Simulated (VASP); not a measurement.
Crystal: S.

```xyz
1
Lattice="0.0000 1.9944 1.9944 1.9944 0.0000 1.9944 1.9944 1.9944 0.0000" Properties=species:S:1:pos:R:3 pbc="T T T"
S     0.0000    0.0000    0.0000
```

```yaml
Program: VASP 6.6.1
Task: relaxation of cell and atoms
Functional: PBEsol
Potentials_or_basis: VASP PAW PBE potentials, release 64 (S)
Cutoff: 600 eV
k_mesh: 9 × 9 × 9
Occupations: gaussian, width 0.05 eV
Spin: no spin polarisation
```

At the start: pressure -5.3 GPa; volume 15.86 Å³/atom.

Question: Where does the relaxation end?

Answer: Over 3 steps the energy falls by 16.4 meV/atom and the volume is 14.91 Å³/atom (-6.0 %); space group Fm-3m (No. 225, to 0.05 Å).

Step by step:
| step | energy change (eV) | largest force (eV/Å) | pressure (GPa) | volume (Å³) |
| --- | --- | --- | --- | --- |
| 1 | 0.0000 | 0.0000 | -5.29 | 15.86 |
| 2 | -0.0154 | 0.0000 | 1.37 | 14.69 |
| 3 | -0.0164 | 0.0000 | 0.08 | 14.91 |

Final structure:
```xyz
1
Lattice="0.0000 1.9534 1.9534 1.9534 0.0000 1.9534 1.9534 1.9534 0.0000" Properties=species:S:1:pos:R:3 pbc="T T T"
S     0.0000    0.0000    0.0000
```

Caveat: the PAW data sets were made with another functional, which shifts forces and pressure a little.
